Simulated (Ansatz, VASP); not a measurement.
# Si2WC3 in VASP and in Ansatz

```xyz
6
Lattice="3.0139 0.0000 0.0000 -1.5069 2.6101 0.0000 0.0000 0.0000 8.0890" Properties=species:S:1:pos:R:3 pbc="T T T"
Si    0.0000    0.0000    7.2637
Si    0.0000    1.7401    4.7170
W     0.0000    0.0000    1.6425
C     0.0000    1.7401    0.0252
C     0.0000    0.0000    5.4246
C     0.0000    1.7401    2.8886
```

Alike in both runs: functional PBE; k mesh 12 × 12 × 4; occupations gaussian, width 0.02 eV; no spin polarisation.

Ansatz relaxed the structure, and its values are those at the end. VASP's run is a single point on that final structure, the one shown.

```csv
,VASP,Ansatz
version,VASP 6.6.1,Ansatz 0.2.0
potentials or method,"VASP PAW PBE potentials, release 64 (Si, W_sv, C), cutoff 520 eV","scalar-relativistic, plane waves, PAW"
valence electrons in the cell,34,34
```

Ansatz gave:

- gap on the k mesh at the Fermi level (eV): 0.76
- least direct gap on the mesh (eV): 1.49
- pressure (GPa): 0.0
- rms of the force components (eV/Å): 0.002

Which values does VASP return?

gap on the k mesh at the Fermi level (eV): 0.76; least direct gap on the mesh (eV): 1.48; pressure (GPa): 0.2; rms of the force components (eV/Å): 0.016.

Neither program's run includes spin-orbit coupling.
